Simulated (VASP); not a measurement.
Input of a VASP 6.6.1 run:

The input INCAR:

```
SYSTEM = Al2O3
  PREC = Accurate
  ENCUT = 520
  EDIFF = 1E-7
  ISMEAR = 0
  SIGMA = 0.1
  LREAL = .False.
  LASPH = .True.
  NELM = 80
  ALGO = Normal
  ISIF = 2
  LWAVE = .False.
  LCHARG = .False.
  GGA = CA
  NBANDS = 35
```

The input KPOINTS:

```
regular mesh
0
Gamma
  6 6 6
  0 0 0
```

Contents of POSCAR:

```
Al2O3
1.0
    2.3373135157      1.3494485874      4.2420233090
   -2.3373135157      1.3494485874      4.2420233090
    0.0000000000     -2.6988971749      4.2420233089
Al O
4 6
Direct
    0.3519619572      0.3519619572      0.3519619572
    0.1480380428      0.1480380428      0.1480380428
    0.6480380428      0.6480380428      0.6480380428
    0.8519619572      0.8519619572      0.8519619572
    0.5562503171      0.9437496829      0.2500000000
    0.2500000000      0.5562503171      0.9437496829
    0.9437496829      0.2500000000      0.5562503171
    0.4437496829      0.0562503171      0.7500000000
    0.7500000000      0.4437496829      0.0562503171
    0.0562503171      0.7500000000      0.4437496829
```

Potentials or basis: VASP PAW LDA potentials, release 64 (Al, O).

The run is started by

```bash
$ cat potpaw_LDA.64/Al/POTCAR potpaw_LDA.64/O/POTCAR > POTCAR
$ mpirun -np 1 vasp_std > vasp.out
```

**Question.** Estimate the largest force.

**Answer.** 0.015 eV/Å.

**Question.** What does it give for the pressure?

**Answer.** 11.1 GPa.

**Question.** What does it give for the band gap on the k mesh?

**Answer.** 6.89 eV, direct.

Stress tensor (GPa, compression positive):
```
11.15  0.00  0.00
 0.00 11.15  0.00
 0.00  0.00 10.90
```

A k mesh can miss the band edges.
